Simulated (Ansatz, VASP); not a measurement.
Ge in VASP and in Ansatz

INCAR

```
PREC = Accurate ; ENCUT = 600
EDIFF = 1E-6 ; ISMEAR = 0
SIGMA = 0.1 ; LREAL = F
LASPH = T ; NELM = 100
ALGO = Normal ; ISIF = 3
LWAVE = F ; LCHARG = F
GGA = PS ; IBRION = 2
NSW = 80 ; EDIFFG = -0.01
```

The input KPOINTS:

```
Automatic mesh
0
Gamma
  18 18 18
```

File POSCAR:

```
Ge
1.0
    0.0000000000      2.0990276924      2.0990276924
    2.0990276924      0.0000000000      2.0990276924
    2.0990276924      2.0990276924      0.0000000000
Ge
1
Direct
    0.0000000000      0.0000000000      0.0000000000
```

Input for Ansatz:

```yaml
crystal:
  lattice:
    - [0.0, 2.0990276924, 2.0990276924]
    - [2.0990276924, 0.0, 2.0990276924]
    - [2.0990276924, 2.0990276924, 0.0]
  atoms:
    - { symbol: Ge, position: [0.0, 0.0, 0.0] }
basis:
  ecutwfc: 420
kpoints:
  mp_grid: { grid: [18, 18, 18] }
hamiltonian:
  xc: pbesol
scf:
  occupations: { method: gaussian, width: 0.1 }
output:
  forces: true
  stress: true
  eigenvalues: true
relax:
  adjacent_minimum: "off"
  f_tol: 0.01
  max_steps: 60
  cell: { stress_tol: 0.1 }
```

Alike in both runs: task relaxation of cell and atoms; functional PBEsol; k mesh 18 × 18 × 18; occupations gaussian, width 0.1 eV; no spin polarisation.

|  | VASP | Ansatz |
| --- | --- | --- |
| version | VASP 6.6.1 | Ansatz 0.2.0 |
| potentials or method | VASP PAW PBE potentials, release 64 (Ge_d), cutoff 600 eV | scalar-relativistic, plane waves, PAW |
| valence electrons in the cell | 14 | 14 |

|  | VASP | Ansatz | Ansatz less VASP |
| --- | --- | --- | --- |
| gap on the k mesh at the Fermi level, each at its own relaxed structure (eV) | none | none | - |
| relaxed volume (Å³/atom) | 18.58 | 18.57 | -0.015 |
| relaxed length of the cell vector where the two differ most in proportion (Å) | 2.973 | 2.972 | -0.0008 |

VASP's potentials were made for PBE, not for PBEsol. A gap of «none» marks a metal or a gap that the smearing closes.
